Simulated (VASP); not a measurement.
# Ir (P2_1/m) in VASP: a series of runs

The runs below take Ir through single point, with r2SCAN.

Everything below comes from runs of VASP 6.6.1. Logs are shortened: lines on timing, memory, paths and dates and some standing lists are left out, and cuts for length are marked.

### Step 1. The cell of the first run

Symmetry: P2_1/m, No. 11, monoclinic system. The conventional cell has a = 2.751 Å, b = 4.462 Å, c = 2.751 Å, α = 90.00°, β = 120.00°, γ = 90.00°. Ir (site symmetry m) has 14 Ir at 2.54 to 3.40 Å within 3.5 Å.

### Step 2. Single point, r2SCAN (atom 1 (Ir) moved by (-0.450, -0.450) A along x and y)

POSCAR reads:

```
Ir
1.0
    2.7513778946      0.0000000000      0.0000000000
   -1.3756889473      2.3827631521      0.0000000000
    0.0000000000      0.0000000000      4.4622900000
Ir
2
Direct
    0.4086840673      0.1444769631      0.7500000000
    0.3333333333      0.6666666667      0.2500000000
```

INCAR.step1 reads:

```
SYSTEM = Ir
  PREC = Accurate
  ENCUT = 520
  ISMEAR = 0
  SIGMA = 0.15
  LREAL = .FALSE.
  LASPH = .TRUE.
  NELM = 100
  NBANDS = 16
  GGA = PE
  ALGO = Normal
  EDIFF = 1E-4
  LWAVE = .TRUE.
  LCHARG = .FALSE.
```

INCAR.step2 reads:

```
SYSTEM = Ir
  PREC = Accurate
  ENCUT = 520
  EDIFF = 1E-6
  ISMEAR = 0
  SIGMA = 0.15
  LREAL = .FALSE.
  LASPH = .TRUE.
  NELM = 100
  ALGO = Normal
  ISIF = 2
  LWAVE = .FALSE.
  LCHARG = .FALSE.
  METAGGA = R2SCAN
  LMIXTAU = .TRUE.
  NBANDS = 16
  ISTART = 1
```

KPOINTS reads:

```
Automatic mesh
0
G
  18 18 12
  0 0 0
```

Potentials or basis: VASP PAW PBE potentials, release 64 (Ir).

Started as:

```bash
$ cat potpaw_PBE.64/Ir/POTCAR > POTCAR
$ cp INCAR.step1 INCAR
$ mpirun -np 1 vasp_std > vasp.out
$ cp INCAR.step2 INCAR
$ mpirun -np 1 vasp_std > vasp.out
```

OUTCAR:

```text
SYSTEM = Ir
   PREC = Accurate
   ENCUT = 520
   EDIFF = 1E-6
   ISMEAR = 0
   LREAL = .FALSE.
   LASPH = .TRUE.
   NELM = 100
   ISIF = 2
   METAGGA = R2SCAN
   ISTART = 1

 ion  position               nearest neighbor table
   1  0.409  0.144  0.750-   2 2.54   2 2.54   2 2.72   2 2.72   2 3.14   2 3.14   2 3.40   2 3.40

   2  0.333  0.667  0.250-   1 2.54   1 2.54   1 2.72   1 2.72   1 3.14   1 3.14   1 3.40   1 3.40

  LATTYP: Found a hexagonal cell.
 ALAT       =     2.7513778946
 C/A-ratio  =     1.6218382828

  Lattice vectors:

 A1 = (   2.7513778946,   0.0000000000,   0.0000000000)
 A2 = (  -1.3756889473,   2.3827631521,   0.0000000000)
 A3 = (   0.0000000000,   0.0000000000,   4.4622900000)

Analysis of symmetry for initial positions (statically):
=====================================================================
 Subroutine PRICEL returns:
 Original cell was already a primitive cell.

 Routine SETGRP: Setting up the symmetry group for a
 hexagonal supercell.

 Subroutine GETGRP returns: Found  4 space group operations
 (whereof  1 operations were pure point group operations)
 out of a pool of 24 trial point group operations.

The static configuration has the point symmetry C_1 .
 The point group associated with its full space group is C_2h.

Analysis of symmetry for dynamics (positions and initial velocities):
=====================================================================
 Subroutine PRICEL returns:
 Original cell was already a primitive cell.

 Routine SETGRP: Setting up the symmetry group for a
 hexagonal supercell.

 Subroutine GETGRP returns: Found  4 space group operations
 (whereof  1 operations were pure point group operations)
 out of a pool of 24 trial point group operations.

The dynamic configuration has the point symmetry C_1 .
 The point group associated with its full space group is C_2h.

 Subroutine INISYM returns: Found  4 space group operations
 (whereof  1 operations are pure point group operations),
 and found     1 'primitive' translations

----------------------------------------------------------------------------------------

                                     Primitive cell

  volume of cell :      29.2542

  direct lattice vectors                    reciprocal lattice vectors
     2.751377895  0.000000000  0.000000000     0.363454254  0.209840411  0.000000000
    -1.375688947  2.382763152  0.000000000     0.000000000  0.419680823  0.000000000
     0.000000000  0.000000000  4.462290000     0.000000000  0.000000000  0.224100182

  length of vectors
     2.751377895  2.751377895  4.462290000     0.419680823  0.419680823  0.224100182

  position of ions in fractional coordinates (direct lattice)
     0.408684067  0.144476963  0.750000000
     0.333333333  0.666666667  0.250000000

  ion indices of the primitive-cell ions
   primitive index   ion index
                 1           1
                 2           2

----------------------------------------------------------------------------------------

 KPOINTS: Automatic mesh

Automatic generation of k-mesh.
 Grid dimensions read from file:
 generate k-points for:   18   18   12

 Generating k-lattice:

  Cartesian coordinates                     Fractional coordinates (reciprocal lattice)
     0.020191903  0.011657801  0.000000000     0.055555556 -0.000000000  0.000000000
     0.000000000  0.023315601  0.000000000     0.000000000  0.055555556  0.000000000
     0.000000000  0.000000000  0.018675015     0.000000000  0.000000000  0.083333333

  Length of vectors
     0.023315601  0.023315601  0.018675015

  Shift w.r.t. Gamma in fractional coordinates (k-lattice)
     0.000000000  0.000000000  0.000000000

 Subroutine IBZKPT returns following result:
 ===========================================

 Found   1148 irreducible k-points:

 Following reciprocal coordinates:
            Coordinates               Weight
  0.000000  0.000000  0.000000      1.000000
  0.055556  0.000000  0.000000      2.000000
  0.000000  0.055556  0.000000      2.000000
 -0.055556  0.055556  0.000000      2.000000
  0.111111  0.000000  0.000000      2.000000
  0.000000  0.111111  0.000000      2.000000
[... 16 lines left out ...]
  0.444444 -0.000000  0.000000      2.000000
  0.000000  0.444444  0.000000      2.000000
 [... further k-points ...]
   k-points           NKPTS =   1148   k-points in BZ     NKDIM =   1148   number of bands    NBANDS=     16
   number of dos      NEDOS =    301   number of ions     NIONS =      2
   total plane-waves  NPLWV =  14400
   dimension x,y,z NGX =    20 NGY =   20 NGZ =   36
   dimension x,y,z NGXF=    40 NGYF=   40 NGZF=   72
   ions per type =               2
   NGX,Y,Z   is equivalent  to a cutoff of  12.08, 12.08, 13.41 a.u.
   NGXF,Y,Z  is equivalent  to a cutoff of  24.17, 24.17, 26.82 a.u.
 SYSTEM =  Ir
   PREC   = accura    normal or accurate (medium, high low for compatibility)
   ISTART =      1    job   : 0-new  1-cont  2-samecut
[... 111 lines left out ...]
  band No.  band energies     occupation
      1      -1.0664      2.00000
      2       1.9165      2.00000
      3       4.6572      2.00000
      4       6.0449      2.00000
      5       6.0874      2.00000
      6       6.2666      2.00000
[... 8 lines left out ...]
     15      25.6137      0.00000
     16      27.2947      0.00000

 k-point     6 :       0.0000    0.1111    0.0000
  band No.  band energies     occupation
      1      -1.0269      2.00000
      2       2.0809      2.00000
      3       4.7040      2.00000
      4       5.4831      2.00000
      5       5.9708      2.00000
      6       6.8551      2.00000
[... 8 lines left out ...]
     15      26.3312      0.00000
     16      27.8428      0.00000

 k-point     7 :      -0.1111    0.1111    0.0000
  band No.  band energies     occupation
      1      -1.0294      2.00000
      2       2.0741      2.00000
      3       4.7417      2.00000
      4       5.4864      2.00000
      5       5.9537      2.00000
      6       6.7771      2.00000
[... 8 lines left out ...]
     15      26.3507      0.00000
     16      27.7976      0.00000

 k-point     8 :       0.1667    0.0000    0.0000
  band No.  band energies     occupation
      1      -0.5534      2.00000
      2       2.1997      2.00000
      3       4.7278      2.00000
      4       5.2242      2.00000
      5       5.9376      2.00000
      6       6.4229      2.00000
[... 8 lines left out ...]
     15      26.7101      0.00000
     16      27.3931      0.00000

 k-point     9 :       0.0000    0.1667    0.0000
  band No.  band energies     occupation
      1      -0.4441      2.00000
      2       2.6275      2.00000
      3       4.6855      2.00000
      4       5.2411      2.00000
      5       5.7188      2.00000
      6       6.4503      2.00000
[... 8 lines left out ...]
     15      26.9208      0.00000
     16      28.4491      0.00000
[... 172 lines left out ...]
 k-point    19 :      -0.3333    0.3333    0.0000
  band No.  band energies     occupation
      1       1.8427      2.00000
      2       3.4421      2.00000
      3       4.1021      2.00000
      4       4.6788      2.00000
      5       5.2883      2.00000
      6       5.5224      2.00000
[... 8 lines left out ...]
     15      26.5540      0.00000
     16      26.5681      0.00000

 k-point    20 :       0.3889   -0.0000    0.0000
  band No.  band energies     occupation
      1       1.2461      2.00000
      2       2.1611      2.00000
      3       2.5196      2.00000
      4       5.3061      2.00000
      5       6.4843      2.00000
      6       7.0875      2.00000
[... 8 lines left out ...]
     15      23.1747      0.00000
     16      25.8036      0.00000

 k-point    21 :       0.0000    0.3889    0.0000
  band No.  band energies     occupation
      1       2.4417      2.00000
      2       3.1870      2.00000
      3       4.4828      2.00000
      4       4.5334      2.00000
      5       4.7064      2.00000
      6       5.8975      2.00000
[... 8 lines left out ...]
     15      23.9799      0.00000
     16      24.8169      0.00000

 k-point    22 :      -0.3889    0.3889    0.0000
  band No.  band energies     occupation
      1       2.3448      2.00000
      2       3.2023      2.00000
      3       3.7593      2.00000
      4       4.8713      2.00000
      5       5.3382      2.00000
      6       5.7761      2.00000
[... 8 lines left out ...]
     15      24.1873      0.00000
     16      25.7105      0.00000

 k-point    23 :       0.4444   -0.0000    0.0000
  band No.  band energies     occupation
      1       1.3280      2.00000
      2       2.0473      2.00000
      3       2.2502      2.00000
      4       5.2257      2.00000
      5       6.7664      2.00000
      6       7.7423      2.00000
[... 8 lines left out ...]
     15      22.3948      0.00000
     16      24.4602      0.00000

 k-point    24 :       0.0000    0.4444    0.0000
  band No.  band energies     occupation
      1       2.5937      2.00000
      2       3.1333      2.00000
      3       4.3154      2.00000
      4       4.3546      2.00000
      5       4.9700      2.00000
      6       6.1835      2.00000
[... 8 lines left out ...]
     15      21.6656      0.00000
     16      24.0490      0.00000

 [... further k-points ...]
[... 5 lines left out ...]
  --------------------------------------------------------------------------------------
  -------------------------------------------------------------------------------------
  Total       -1.5500886     -1.3445240      5.1221643      0.6016849      0.0000000      0.0000000
  in kB      -84.8942354    -73.6360083    280.5273277     32.9526814      0.0000000      0.0000000
  external PRESSURE =      40.6656947 kB  Pullay stress =       0.0000000 kB

 VOLUME and BASIS-vectors are now :
 -----------------------------------------------------------------------------
  energy-cutoff  :      520.00
  volume of cell :       29.25
      direct lattice vectors                 reciprocal lattice vectors
     2.751377895  0.000000000  0.000000000     0.363454254  0.209840411  0.000000000
    -1.375688947  2.382763152  0.000000000     0.000000000  0.419680823  0.000000000
     0.000000000  0.000000000  4.462290000     0.000000000  0.000000000  0.224100182

 POSITION                                       TOTAL-FORCE (eV/Angst)
 -----------------------------------------------------------------------------------
      0.92569      0.34425      3.34672         0.567610      1.151121     -0.000000
     -0.00000      1.58851      1.11557        -0.567610     -1.151121      0.000000
 -----------------------------------------------------------------------------------
    total drift:                               -0.000001      0.000001      0.000000

  FREE ENERGIE OF THE ION-ELECTRON SYSTEM (eV)
  ---------------------------------------------------
  free  energy   TOTEN  =      -103.9092601673 eV

  energy  without entropy=     -103.8761342541  energy(sigma->0) =     -103.89269721
```

Run time: 11 min. Hardware: 1 thread of Intel Xeon 6975P-C (Granite Rapids), shared host; peak memory 0.53 GiB.

What came out:

| Property | Result |
| --- | --- |
| Free energy | -103.9093 eV |
| Pressure | 4.1 GPa |
| Largest force | 1.283 eV/Å |
| Band gap on the k mesh | zero (bands 9 and 10 overlap by 3.14 eV) |

Forces on the atoms (eV/Å):
```
Ir   0.568  1.151  0.000
Ir  -0.568 -1.151  0.000
```

Levels at points of the mesh, in eV from the Fermi level:
```
           k point  band 7  band 8  band 9  band 10  band 11  band 12
(0.00, 0.00, 0.00)   -2.49   -2.27   -1.28    -0.18     0.28     1.97
(0.50, 0.00, 0.00)   -0.51    0.96    1.54     1.61     2.21     6.08
(0.00, 0.50, 0.00)   -2.60   -0.25    1.09     1.49     3.82     4.31
(0.50, 0.50, 0.00)   -1.88   -1.12    1.24     1.32     3.63     4.55
(0.00, 0.00, 0.50)   -3.07   -3.07   -0.74    -0.74    -0.38    -0.38
(0.50, 0.00, 0.50)   -1.24   -1.24    1.29     1.29     4.30     4.30
(0.00, 0.50, 0.50)    0.61    0.61    1.22     1.22     2.07     2.07
(0.50, 0.50, 0.50)    0.47    0.47    1.24     1.24     2.38     2.38
```

Caveat: the cell differs from its parent crystal (atom 1 (Ir) moved by (-0.450, -0.450) A along x and y); the stress differs along the axes, from -8 to 28 GPa; the PAW data sets were made with another functional, which shifts forces and pressure a little; spin-orbit coupling is left out, which moves the levels of the heavy elements.

### Step 3. Single point, r2SCAN (atom 1 (Ir) moved by (-0.450, +0.000) A along x and y)

Changes to POSCAR since step 2:

```diff
@@ -8,3 +8,3 @@
 Direct
-    0.4086840673      0.1444769631      0.7500000000
+    0.5031122524      0.3333333333      0.7500000000
     0.3333333333      0.6666666667      0.2500000000
```

INCAR.step1 reads:

```
  PREC = Accurate
  ENCUT = 520
  ISMEAR = 0
  SIGMA = 0.15
  LREAL = F
  LASPH = T
  NELM = 80
  NBANDS = 16
  GGA = PE
  ALGO = Normal
  EDIFF = 1E-4
  LWAVE = T
  LCHARG = F
```

INCAR.step2 reads:

```
  PREC = Accurate
  ENCUT = 520
  EDIFF = 1E-6
  ISMEAR = 0
  SIGMA = 0.15
  LREAL = F
  LASPH = T
  NELM = 80
  ALGO = Normal
  ISIF = 2
  LWAVE = F
  LCHARG = F
  METAGGA = R2SCAN
  LMIXTAU = T
  NBANDS = 16
  ISTART = 1
```

KPOINTS reads:

```
Automatic mesh
0
Gamma
  18 18 12
```

Potentials or basis: VASP PAW PBE potentials, release 64 (Ir).

Started as:

```bash
$ cat potpaw_PBE.64/Ir/POTCAR > POTCAR
$ cp INCAR.step1 INCAR
$ mpirun -np 1 vasp_std > vasp.out
$ cp INCAR.step2 INCAR
$ mpirun -np 1 vasp_std > vasp.out
```

Run time: 11 min. Hardware: 1 thread of Intel Xeon 6975P-C (Granite Rapids), shared host; peak memory 0.52 GiB.

Results (log left out):

- Free energy: -104.1561 eV
- Pressure: 1.1 GPa
- Largest force: 1.551 eV/Å
- Band gap on the k mesh: zero (bands 9 and 10 overlap by 3.50 eV)

Forces in eV/Å, atoms in the order of the input:
```
Ir   1.538 -0.200  0.000
Ir  -1.538  0.200  0.000
```

Stress tensor (GPa, compression positive):
```
-1.26 -0.77  0.00
-0.77 -9.16  0.00
 0.00  0.00 13.68
```

Levels at points of the mesh, in eV from the Fermi level:
| k point | band 6 | band 7 | band 8 | band 9 | band 10 | band 11 | band 12 | band 13 |
| --- | --- | --- | --- | --- | --- | --- | --- | --- |
| (0.00, 0.00, 0.00) | -3.05 | -3.05 | -2.46 | -1.14 | -0.58 | -0.44 | 1.32 | 7.70 |
| (0.50, 0.00, 0.00) | -1.98 | -1.61 | 0.90 | 0.95 | 1.25 | 2.32 | 5.44 | 7.30 |
| (0.00, 0.50, 0.00) | -3.16 | -2.80 | -0.41 | 1.00 | 1.15 | 3.14 | 4.65 | 8.51 |
| (0.50, 0.50, 0.00) | -3.51 | -2.93 | 0.53 | 0.76 | 1.44 | 3.65 | 4.07 | 9.82 |
| (0.00, 0.00, 0.50) | -3.74 | -3.33 | -3.33 | -0.71 | -0.71 | -0.24 | -0.24 | 14.62 |
| (0.50, 0.00, 0.50) | -2.75 | -1.10 | -1.10 | 1.13 | 1.13 | 3.53 | 3.53 | 6.80 |
| (0.00, 0.50, 0.50) | -1.77 | -0.08 | -0.08 | 1.09 | 1.09 | 2.44 | 2.44 | 8.02 |
| (0.50, 0.50, 0.50) | -1.67 | 0.41 | 0.41 | 1.05 | 1.05 | 1.61 | 1.61 | 8.71 |

Caveat: the cell differs from its parent crystal (atom 1 (Ir) moved by (-0.450, +0.000) A along x and y); the stress differs along the axes, from -9 to 14 GPa; the PAW data sets were made with another functional, which shifts forces and pressure a little; spin-orbit coupling is left out, which moves the levels of the heavy elements.

### Step 4. Single point, r2SCAN (atom 1 (Ir) moved by (-0.450, +0.450) A along x and y)

Changes to POSCAR since step 3:

```diff
@@ -8,3 +8,3 @@
 Direct
-    0.5031122524      0.3333333333      0.7500000000
+    0.5975404375      0.5221897036      0.7500000000
     0.3333333333      0.6666666667      0.2500000000
```

INCAR.step1 reads:

```
SYSTEM = Ir
ALGO = Normal ; EDIFF = 1E-4
ENCUT = 520 ; GGA = PE
ISMEAR = 0 ; LASPH = .True.
LCHARG = .False. ; LREAL = .False.
LWAVE = .True. ; NBANDS = 16
NELM = 80 ; PREC = Accurate
SIGMA = 0.15
```

INCAR.step2 reads:

```
SYSTEM = Ir
ALGO = Normal ; EDIFF = 1E-6
ENCUT = 520 ; ISIF = 2
ISMEAR = 0 ; ISTART = 1
LASPH = .True. ; LCHARG = .True.
LELF = .True. ; LMIXTAU = .True.
LREAL = .False. ; LVHAR = .True.
LWAVE = .False. ; METAGGA = R2SCAN
NBANDS = 16 ; NELM = 80
PREC = Accurate ; SIGMA = 0.15
```

KPOINTS reads:

```
k-points
0
Gamma
  18 18 12
  0 0 0
```

Started as:

```bash
$ cat potpaw_PBE.64/Ir/POTCAR > POTCAR
$ cp INCAR.step1 INCAR
$ mpirun -np 1 vasp_std > vasp.out
$ cp INCAR.step2 INCAR
$ mpirun -np 1 vasp_std > vasp.out
```

It took 12 min on 1 thread of Intel Xeon 6975P-C (Granite Rapids), shared host; peak memory 0.53 GiB.

It converged, with:

```
Free energy            : -103.7827 eV
Pressure               : 10.1 GPa
Largest force          : 1.944 eV/Å
Band gap on the k mesh : zero (bands 9 and 10 overlap by 3.81 eV)
```

Forces in eV/Å, atoms in the order of the input:
```
Ir   1.490 -1.249  0.000
Ir  -1.490  1.249  0.000
```

Stress tensor (GPa, compression positive):
```
-1.69 -6.06  0.00
-6.06 -4.63  0.00
 0.00  0.00 36.55
```

Levels at points of the mesh, in eV from the Fermi level:
| k point | band 5 | band 6 | band 7 | band 8 | band 9 | band 10 | band 11 | band 12 | band 13 | band 14 |
| --- | --- | --- | --- | --- | --- | --- | --- | --- | --- | --- |
| (0.00, 0.00, 0.00) | -3.34 | -3.03 | -2.61 | -2.58 | -1.78 | -0.37 | 0.03 | 0.53 | 8.10 | 15.71 |
| (0.50, 0.00, 0.00) | -3.15 | -2.56 | -2.00 | -1.37 | 1.02 | 1.15 | 2.93 | 4.92 | 7.98 | 9.57 |
| (0.00, 0.50, 0.00) | -3.47 | -1.78 | -1.23 | -0.29 | 0.92 | 1.27 | 2.45 | 5.46 | 7.16 | 7.67 |
| (0.50, 0.50, 0.00) | -4.82 | -3.72 | -2.58 | 0.80 | 0.83 | 1.45 | 3.17 | 4.43 | 9.03 | 11.41 |
| (0.00, 0.00, 0.50) | -3.73 | -3.73 | -3.22 | -3.22 | -0.32 | -0.32 | -0.17 | -0.17 | 14.46 | 14.46 |
| (0.50, 0.00, 0.50) | -2.22 | -2.22 | 0.19 | 0.19 | 1.13 | 1.13 | 3.09 | 3.09 | 7.49 | 7.49 |
| (0.00, 0.50, 0.50) | -3.29 | -3.29 | -0.12 | -0.12 | 1.15 | 1.15 | 3.78 | 3.78 | 6.62 | 6.62 |
| (0.50, 0.50, 0.50) | -1.80 | -1.80 | 0.18 | 0.18 | 1.15 | 1.15 | 2.14 | 2.14 | 8.47 | 8.47 |

Caveat: the cell differs from its parent crystal (atom 1 (Ir) moved by (-0.450, +0.450) A along x and y); the stress differs along the axes, from -5 to 37 GPa; the PAW data sets were made with another functional, which shifts forces and pressure a little; spin-orbit coupling is left out, which moves the levels of the heavy elements.

### Step 5. The runs side by side

```csv
cell,gap on the mesh (eV),pressure (GPa),largest force (eV/Å)
"as given, atomic positions A",none,4.1,1.28
"as given, atomic positions B",none,1.1,1.55
"as given, atomic positions C",none,10.1,1.94
```

Alike in all rows: task single point; level r2SCAN; potentials or basis VASP PAW PBE potentials, release 64 (Ir); no spin polarisation; k mesh 18 × 18 × 12; cutoff (eV) 520; smearing gaussian 0.15 eV.

Caveats: the PAW data sets were made with another functional, which shifts forces and pressure a little; spin-orbit coupling is left out, which moves the levels of the heavy elements; the stress differs along the axes, from -8 to 28 GPa (at least some runs); the stress differs along the axes, from -9 to 14 GPa (at least some runs); the stress differs along the axes, from -5 to 37 GPa (at least some runs).

Total energies depend on the potentials used, so only differences within one code and one set of settings carry meaning.
